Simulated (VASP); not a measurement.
# Ta (Im-3m) in VASP: further runs

The runs below take Ta through single point, with LDA.

Program: VASP 6.6.1. These are calculated values, not measurements. Logs are shortened: lines on timing, memory, paths and dates and some standing lists are left out, and cuts for length are marked.

## 1. The cell of the first run

It takes space group Im-3m (No. 229, cubic). Conventional cell: a = 2.956 Å, b = 2.956 Å, c = 2.956 Å, α = 90.00°, β = 90.00°, γ = 90.00°. Within 3.4 Å of Ta (site symmetry m-3m) lie 14 Ta at 2.56 to 2.96 Å.

## 2. Single point, LDA (volume scaled by 0.75)

Contents of INCAR:

```
  PREC = Accurate
  ENCUT = 520
  EDIFF = 1E-7
  ISMEAR = -1
  SIGMA = 0.05
  LREAL = F
  LASPH = T
  NELM = 100
  ALGO = Normal
  ISIF = 2
  LWAVE = F
  LCHARG = F
  NBANDS = 12
```

Contents of KPOINTS:

```
Automatic mesh
0
Gamma
  16 16 16
```

Contents of POSCAR:

```
Ta
1.0
   -1.4777916866      1.4777916866      1.4777916866
    1.4777916866     -1.4777916866      1.4777916866
    1.4777916866      1.4777916866     -1.4777916866
Ta
1
Direct
    0.0000000000      0.0000000000      0.0000000000
```

Potentials or basis: VASP PAW LDA potentials, release 64 (Ta_pv).

The run is started by

```bash
cat potpaw_LDA.64/Ta_pv/POTCAR > POTCAR
mpirun -np 1 vasp_std > vasp.out
```

OUTCAR:

```text
PREC = Accurate
   ENCUT = 520
   EDIFF = 1E-7
   ISMEAR = -1
   LREAL = F
   LASPH = T
   NELM = 100
   ISIF = 2

 ion  position               nearest neighbor table
   1  0.000  0.000  0.000-

  LATTYP: Found a body centered cubic cell.
 ALAT       =     2.9555833732

  Lattice vectors:

 A1 = (  -1.4777916866,   1.4777916866,   1.4777916866)
 A2 = (   1.4777916866,  -1.4777916866,   1.4777916866)
 A3 = (   1.4777916866,   1.4777916866,  -1.4777916866)

Analysis of symmetry for initial positions (statically):
=====================================================================
 Subroutine PRICEL returns:
 Original cell was already a primitive cell.

 Routine SETGRP: Setting up the symmetry group for a
 body centered cubic supercell.

 Subroutine GETGRP returns: Found 48 space group operations
 (whereof 48 operations were pure point group operations)
 out of a pool of 48 trial point group operations.

The static configuration has the point symmetry O_h .

Analysis of symmetry for dynamics (positions and initial velocities):
=====================================================================
 Subroutine PRICEL returns:
 Original cell was already a primitive cell.

 Routine SETGRP: Setting up the symmetry group for a
 body centered cubic supercell.

 Subroutine GETGRP returns: Found 48 space group operations
 (whereof 48 operations were pure point group operations)
 out of a pool of 48 trial point group operations.

The dynamic configuration has the point symmetry O_h .

 Subroutine INISYM returns: Found 48 space group operations
 (whereof 48 operations are pure point group operations),
 and found     1 'primitive' translations

----------------------------------------------------------------------------------------

                                     Primitive cell

  volume of cell :      12.9092

  direct lattice vectors                    reciprocal lattice vectors
    -1.477791687  1.477791687  1.477791687     0.000000000  0.338342680  0.338342680
     1.477791687 -1.477791687  1.477791687     0.338342680  0.000000000  0.338342680
     1.477791687  1.477791687 -1.477791687     0.338342680  0.338342680  0.000000000

  length of vectors
     2.559610284  2.559610284  2.559610284     0.478488807  0.478488807  0.478488807

  position of ions in fractional coordinates (direct lattice)
     0.000000000  0.000000000  0.000000000

  ion indices of the primitive-cell ions
   primitive index   ion index
                 1           1

----------------------------------------------------------------------------------------

 KPOINTS: Automatic mesh

Automatic generation of k-mesh.
 Grid dimensions read from file:
 generate k-points for:   16   16   16

 Generating k-lattice:

  Cartesian coordinates                     Fractional coordinates (reciprocal lattice)
     0.000000000  0.021146418  0.021146418     0.062500000  0.000000000  0.000000000
     0.021146418  0.000000000  0.021146418     0.000000000  0.062500000  0.000000000
     0.021146418  0.021146418  0.000000000     0.000000000  0.000000000  0.062500000

  Length of vectors
     0.029905550  0.029905550  0.029905550

  Shift w.r.t. Gamma in fractional coordinates (k-lattice)
     0.000000000  0.000000000  0.000000000

 Subroutine IBZKPT returns following result:
 ===========================================

 Found    145 irreducible k-points:

 Following reciprocal coordinates:
            Coordinates               Weight
  0.000000  0.000000  0.000000      1.000000
  0.062500  0.000000  0.000000     12.000000
  0.125000  0.000000  0.000000     12.000000
  0.187500  0.000000  0.000000     12.000000
  0.250000  0.000000  0.000000     12.000000
  0.312500  0.000000  0.000000     12.000000
[... 16 lines left out ...]
  0.187500  0.187500  0.000000     24.000000
  0.250000  0.187500  0.000000     48.000000
 [... further k-points ...]
   k-points           NKPTS =    145   k-points in BZ     NKDIM =    145   number of bands    NBANDS=     12
   number of dos      NEDOS =    301   number of ions     NIONS =      1
   total plane-waves  NPLWV =   8000
   dimension x,y,z NGX =    20 NGY =   20 NGZ =   20
   dimension x,y,z NGXF=    40 NGYF=   40 NGZF=   40
   ions per type =               1
   NGX,Y,Z   is equivalent  to a cutoff of  12.99, 12.99, 12.99 a.u.
   NGXF,Y,Z  is equivalent  to a cutoff of  25.98, 25.98, 25.98 a.u.
 SYSTEM =  unknown system
   PREC   = accura    normal or accurate (medium, high low for compatibility)
   ISTART =      0    job   : 0-new  1-cont  2-samecut
   ICHARG =      2    charge: 1-file 2-atom 10-const
   ISPIN  =      1    spin polarized calculation?
   LNONCOLLINEAR =      F non collinear calculations
   LSORBIT =      F    spin-orbit coupling
   LASPH  =      T    aspherical Exc in radial PAW
   ENCUT  =  520.0 eV  38.22 Ry    6.18 a.u.   4.76  4.76  4.76*2*pi/ulx,y,z
   NELM   =    100;   NELMIN=  2; NELMDL= -5     # of ELM steps
   EDIFF  = 0.1E-06   stopping-criterion for ELM
   LREAL  =      F    real-space projection
   EDIFFG = 0.1E-05   stopping-criterion for IOM
   NSW    =      0    number of steps for IOM
   IBRION =     -1    ionic relax: 0-MD 1-quasi-New 2-CG
   NFREE  =      0    steps in history (QN), initial steepest desc. (CG)
   ISIF   =      2    stress and relaxation
   ISYM   =      2    0-nonsym 1-usesym 2-fastsym
   POTIM  = 0.5000    time-step for ionic-motion
   TEBEG  =    0.0;   TEEND  =   0.0 temperature during run
   PSTRESS=    0.0 pullay stress
   NELECT =      11.0000    total number of electrons
   NUPDOWN=      -1.0000    fix difference up-down
   EMIN   =  10.00;   EMAX   =-10.00  energy-range for DOS
   EFERMI =   0.00;   METHOD = LEGACY
   ISMEAR =    -1;   SIGMA  =   0.05  broadening in eV -4-tet -1-fermi 0-gaus
   EFERMI_NEDOS =   21; number of points for ismear=-14 and -15
   IALGO  =     38    algorithm
   IMIX   =      4    mixing-type and parameters
     AMIX     =   0.40;   BMIX     =  1.00
     AMIX_MAG =   1.60;   BMIX_MAG =  1.00
  volume/ion in A,a.u.               =      12.91        87.12
  Fermi-wavevector in a.u.,A,eV,Ry     =   1.552050  2.932950 32.774540  2.408861
  Thomas-Fermi vector in A             =   2.656482
   LORBIT       =      0    0 simple, 1 ext, 2 COOP (PROOUT), +10 PAW based schemes
   GGA     = CA    functional components
   LHFCALC =     F    Hartree Fock is set to
   AEXX    =    0.0000 exact exchange contribution
   IVDW    =     0    specifies the selected vdW correction
   LEPSILON=     F    determine dielectric tensor
   LRPA    =     F    only Hartree local field effects (RPA)
 non-spin polarized calculation
  energy-cutoff  :      520.00
  volume of cell :       12.91
 maximum number of plane-waves:       370
   NGX =  9   NGY =  9   NGZ =  9

 number of electron      11.0000000 magnetization

 Free energy of the ion-electron system (eV)
  ---------------------------------------------------
  ext. energy  EPLUGINS =         0.00000000
  ---------------------------------------------------
  free energy    TOTEN  =       -11.64531387 eV

  energy without entropy =      -11.63790107  energy(sigma->0) =      -11.64160747

 E-fermi :   8.5685     XC(G=0): -14.5792

 val. band max:        8.5376969189   @ k =  -0.3125   0.3750   0.0625
 cond. band min:       8.5709457793   @ k =  -0.1250   0.1250   0.0625
 fundamental gap:      0.0332488604
 Fermi energy:         8.5684898270

 k-point     1 :       0.0000    0.0000    0.0000
  band No.  band energies     occupation
      1     -23.0205      2.00000
      2     -23.0205      2.00000
      3     -23.0205      2.00000
      4      -0.3138      2.00000
      5       9.0161      0.00026
      6       9.0161      0.00026
      7       9.0161      0.00026
      8      13.6000      0.00000
      9      13.6000      0.00000
     10      23.2278      0.00000
     11      25.1845      0.00000
     12      25.1845      0.00000

 k-point     2 :       0.0625    0.0000    0.0000
  band No.  band energies     occupation
      1     -23.1708      2.00000
      2     -23.0622      2.00000
      3     -23.0226      2.00000
      4      -0.0353      2.00000
      5       8.8339      0.00985
      6       8.9706      0.00064
      7       9.2836      0.00000
      8      13.2730      0.00000
      9      13.5913      0.00000
     10      23.2279      0.00000
     11      25.4488      0.00000
     12      25.6240      0.00000

 k-point     3 :       0.1250    0.0000    0.0000
  band No.  band energies     occupation
      1     -23.5839      2.00000
      2     -23.1792      2.00000
      3     -23.0285      2.00000
      4       0.7279      2.00000
      5       8.3513      1.97438
      6       8.7683      0.03612
      7      10.0731      0.00000
      8      12.7207      0.00000
      9      13.5922      0.00000
     10      23.2274      0.00000
     11      26.1355      0.00000
     12      26.8766      0.00000
[... 286 lines left out ...]
 k-point    23 :       0.1875    0.1875    0.0000
  band No.  band energies     occupation
      1     -25.3239      2.00000
      2     -23.8400      2.00000
      3     -23.2789      2.00000
      4       3.9971      2.00000
      5       6.6668      2.00000
      6       7.5371      2.00000
      7      12.2977      0.00000
      8      15.1031      0.00000
      9      16.2447      0.00000
     10      23.2217      0.00000
     11      26.6280      0.00000
     12      29.1972      0.00000

 k-point    24 :       0.2500    0.1875    0.0000
  band No.  band energies     occupation
      1     -25.6340      2.00000
      2     -24.1182      2.00000
      3     -23.3256      2.00000
      4       4.2039      2.00000
      5       6.3814      2.00000
      6       8.1409      1.99961
      7      12.7595      0.00000
      8      15.3073      0.00000
      9      18.4518      0.00000
     10      23.2163      0.00000
     11      25.6432      0.00000
     12      29.0598      0.00000

 [... further k-points ...]
[... 5 lines left out ...]
  --------------------------------------------------------------------------------------
  -------------------------------------------------------------------------------------
  Total        8.8979082      8.8979082      8.8979082      0.0000000      0.0000000      0.0000000
  in kB     1104.3299647   1104.3299647   1104.3299647      0.0000000      0.0000000      0.0000000
  external PRESSURE =    1104.3299647 kB  Pullay stress =       0.0000000 kB

 VOLUME and BASIS-vectors are now :
 -----------------------------------------------------------------------------
  energy-cutoff  :      520.00
  volume of cell :       12.91
      direct lattice vectors                 reciprocal lattice vectors
    -1.477791687  1.477791687  1.477791687     0.000000000  0.338342680  0.338342680
     1.477791687 -1.477791687  1.477791687     0.338342680  0.000000000  0.338342680
     1.477791687  1.477791687 -1.477791687     0.338342680  0.338342680  0.000000000

 POSITION                                       TOTAL-FORCE (eV/Angst)
 -----------------------------------------------------------------------------------
      0.00000      0.00000      0.00000        -0.000000      0.000000      0.000000
 -----------------------------------------------------------------------------------
    total drift:                                0.000000      0.000000      0.000000

  FREE ENERGIE OF THE ION-ELECTRON SYSTEM (eV)
  ---------------------------------------------------
  free  energy   TOTEN  =       -11.6453138665 eV

  energy  without entropy=      -11.6379010724  energy(sigma->0) =      -11.64160747
```

Wall time 7 s (1 thread of Intel Xeon 6975P-C (Granite Rapids), shared host); peak memory 0.13 GiB.

Results:

| Quantity | Value |
| --- | --- |
| Free energy | -11.6453 eV |
| Pressure | 110.4 GPa |

Caveat: spin-orbit coupling is left out, which moves the levels of the heavy elements.

## 3. Single point, LDA (volume scaled by 0.85)

Contents of INCAR:

```
SYSTEM = Ta
ALGO     = Normal         ! electronic algorithm
EDIFF    = 1E-6           ! SCF threshold, eV
ENCUT    = 520            ! plane-wave cutoff, eV
GGA      = CA             ! functional
ISIF     = 2              ! what is computed and relaxed
ISMEAR   = -1             ! smearing method
LASPH    = .True.         ! aspherical terms in the spheres
LCHARG   = .False.        ! write CHGCAR
LREAL    = .False.        ! projectors in reciprocal space
LWAVE    = .False.        ! write WAVECAR
NBANDS   = 12             ! bands
NELM     = 100            ! most SCF steps
PREC     = Accurate       ! precision mode
SIGMA    = 0.05           ! smearing width, eV
```

Contents of KPOINTS:

```
k-points
0
Gamma
  16 16 16
  0 0 0
```

Contents of POSCAR:

```
Ta
1.0
   -1.5407509346      1.5407509346      1.5407509346
    1.5407509346     -1.5407509346      1.5407509346
    1.5407509346      1.5407509346     -1.5407509346
Ta
1
Direct
    0.0000000000      0.0000000000      0.0000000000
```

Potentials or basis: VASP PAW LDA potentials, release 64 (Ta_pv).

The run is started by

```bash
cat potpaw_LDA.64/Ta_pv/POTCAR > POTCAR
mpirun -np 1 vasp_std > vasp.out
```

Wall time 6.8 s (1 thread of Intel Xeon 6975P-C (Granite Rapids), shared host); peak memory 0.14 GiB.

The run converged. Its results:

```
Free energy : -12.4758 eV
Pressure    : 49.1 GPa
```

Levels at points of the mesh, in eV from the Fermi level:
```tsv
k point	band 3	band 4	band 5	band 6	band 7	band 8
(0.00, 0.00, 0.00)	-32.09	-8.58	0.57	0.57	0.57	4.63
(0.50, 0.00, 0.00)	-32.12	-5.44	-2.36	2.98	4.71	5.97
(0.50, 0.50, 0.50)	-33.64	-5.29	-5.29	8.60	8.60	8.60
```

Caveat: spin-orbit coupling is left out, which moves the levels of the heavy elements.

## 4. Single point, LDA (volume scaled by 0.85)

Contents of INCAR:

```
PREC = Accurate
ENCUT = 520
EDIFF = 1E-7
ISMEAR = -1
SIGMA = 0.05
LREAL = F
LASPH = T
NELM = 100
ALGO = Normal
ISIF = 2
LWAVE = F
LCHARG = F
GGA = CA
NBANDS = 12
```

Contents of KPOINTS:

```
Automatic mesh
0
Gamma
  16 16 16
```

POSCAR is that of step 3.

Potentials or basis: VASP PAW LDA potentials, release 64 (Ta_pv).

The run is started by

```bash
cat potpaw_LDA.64/Ta_pv/POTCAR > POTCAR
mpirun -np 1 vasp_std > vasp.out
```

OUTCAR:

```text
PREC = Accurate
   ENCUT = 520
   EDIFF = 1E-7
   ISMEAR = -1
   LREAL = F
   LASPH = T
   NELM = 100
   ISIF = 2
   GGA = CA

 ion  position               nearest neighbor table
   1  0.000  0.000  0.000-

  LATTYP: Found a body centered cubic cell.
 ALAT       =     3.0815018692

  Lattice vectors:

 A1 = (  -1.5407509346,   1.5407509346,   1.5407509346)
 A2 = (   1.5407509346,  -1.5407509346,   1.5407509346)
 A3 = (   1.5407509346,   1.5407509346,  -1.5407509346)

[... 527 lines left out ...]
      3     -25.0028      2.00000
      4       3.2393      2.00000
      5       5.4894      2.00000
      6       6.6935      1.99999
      7      11.1495      0.00000
      8      13.2411      0.00000
      9      15.8606      0.00000
     10      21.6150      0.00000
     11      22.8100      0.00000
     12      25.7937      0.00000

 [... further k-points ...]
[... 5 lines left out ...]
  --------------------------------------------------------------------------------------
  -------------------------------------------------------------------------------------
  Total        4.4854496      4.4854496      4.4854496      0.0000000      0.0000000     -0.0000000
  in kB      491.2010124    491.2010124    491.2010124      0.0000000      0.0000000     -0.0000000
  external PRESSURE =     491.2010124 kB  Pullay stress =       0.0000000 kB

 VOLUME and BASIS-vectors are now :
 -----------------------------------------------------------------------------
  energy-cutoff  :      520.00
  volume of cell :       14.63
      direct lattice vectors                 reciprocal lattice vectors
    -1.540750935  1.540750935  1.540750935     0.000000000  0.324517084  0.324517084
     1.540750935 -1.540750935  1.540750935     0.324517084  0.000000000  0.324517084
     1.540750935  1.540750935 -1.540750935     0.324517084  0.324517084  0.000000000

 POSITION                                       TOTAL-FORCE (eV/Angst)
 -----------------------------------------------------------------------------------
      0.00000      0.00000      0.00000         0.000000      0.000000      0.000000
 -----------------------------------------------------------------------------------
    total drift:                                0.000000     -0.000000     -0.000000

  FREE ENERGIE OF THE ION-ELECTRON SYSTEM (eV)
  ---------------------------------------------------
  free  energy   TOTEN  =       -12.4757596217 eV

  energy  without entropy=      -12.4686931260  energy(sigma->0) =      -12.47222637
```

Wall time 7.5 s (1 thread of Intel Xeon 6975P-C (Granite Rapids), shared host); peak memory 0.13 GiB.

What came out:

* Free energy: -12.4758 eV
* Pressure: 49.1 GPa

Caveat: spin-orbit coupling is left out, which moves the levels of the heavy elements.

(Continued in part 2 of 2.)
